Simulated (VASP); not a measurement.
Set up this calculation in VASP 6.6.1, as the native input.

* Task: single point
* Functional: LDA
* Potentials or basis: VASP PAW LDA potentials, release 64 (Ti_sv, N)
* Cutoff: 520 eV
* k mesh: 16 × 16 × 16
* Occupations: fermi-dirac, width 0.1 eV
* Spin: no spin polarisation
* Dipole correction: no
* Further INCAR settings: ALGO = Normal; EDIFF = 1e-06; NBANDS = 16

The structure of TiN lies in POSCAR:

```
TiN
1.0
    0.0000000000      2.0859933218      2.0859933218
    2.0859933218      0.0000000000      2.0859933218
    2.0859933218      2.0859933218      0.0000000000
Ti N
1 1
Direct
    0.0000000000      0.0000000000      0.0000000000
    0.5000000000      0.5000000000      0.5000000000
```

These files were run (other wordings do the same):

INCAR

```
ALGO = Normal
EDIFF = 1E-6
ENCUT = 520
GGA = CA
ISIF = 2
ISMEAR = -1
LASPH = True
LCHARG = False
LREAL = False
LWAVE = False
NBANDS = 16
NELM = 100
PREC = Accurate
SIGMA = 0.1
```

KPOINTS

```
k-points
0
Gamma
  16 16 16
```

Potentials or basis: VASP PAW LDA potentials, release 64 (Ti_sv, N).

The run is started by

```sh
$ cat potpaw_LDA.64/Ti_sv/POTCAR potpaw_LDA.64/N/POTCAR > POTCAR
$ mpirun -np 1 vasp_std > vasp.out
```

Results of the run:

The pressure is 1.1 GPa.

Wall time 27 s on 1 thread of Intel Xeon 6975P-C, on a shared host, peak memory 0.16 GiB.
